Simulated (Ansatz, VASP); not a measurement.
## I: VASP beside Ansatz

```xyz
1
Lattice="-1.6831 1.6831 1.6831 1.6831 -1.6831 1.6831 1.6831 1.6831 -1.6831" Properties=species:S:1:pos:R:3 pbc="T T T"
I     0.0000    0.0000    0.0000
```

Change from the starting cell: volume scaled by 0.6, LAPW.

Alike in both runs: task single point; functional LDA; k mesh 13 × 13 × 13; occupations fermi-dirac, width 0.08 eV; no spin polarisation.

|  | VASP | Ansatz |
| --- | --- | --- |
| version | VASP 6.6.1 | Ansatz 0.2.0 |
| potentials or method | VASP PAW LDA potentials, release 64 (I), cutoff 520 eV | all-electron LAPW, scalar-relativistic |

```csv
,VASP,Ansatz,Ansatz less VASP
pressure (GPa),66.8,66.8,-0.04
```

LDA's correlation is that of Perdew and Zunger in VASP and of Perdew and Wang (1992) in Ansatz. Both programs put the cell under a high pressure, so it lies far from rest at this level. Ansatz ran all-electron here, and VASP with PAW potentials.

Neither program's run includes spin-orbit coupling. Noted on VASP's run: the cell as given lies far from equilibrium.
